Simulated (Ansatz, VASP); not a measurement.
# CaS: VASP beside Ansatz

```
Ca S
1.0
     0.00000    2.82517    2.82517
     2.82517    0.00000    2.82517
     2.82517    2.82517    0.00000
Ca S
1 1
Direct
  0.00000 0.00000 0.00000
  0.50000 0.50000 0.50000
```

Alike in both runs: task single point; functional PBEsol; k mesh 8 × 8 × 8; occupations gaussian, width 0.02 eV; no spin polarisation.

```csv
,VASP,Ansatz
version,VASP 6.6.1,Ansatz 0.2.0
potentials or method,"VASP PAW PBE potentials, release 64 (Ca_sv, S), cutoff 500 eV","scalar-relativistic, plane waves, PAW"
valence electrons in the cell,16,16
```

Ansatz gave:

| Item | Value |
| --- | --- |
| gap on the k mesh at the Fermi level (eV) | 2.18 |
| least direct gap on the mesh (eV) | 3.02 |
| pressure (GPa) | -0.6 |

Task: Which values does VASP return?

Result: gap on the k mesh at the Fermi level (eV): 2.18; least direct gap on the mesh (eV): 3.01; pressure (GPa): -0.4.

VASP's potentials were made for PBE, not for PBEsol.
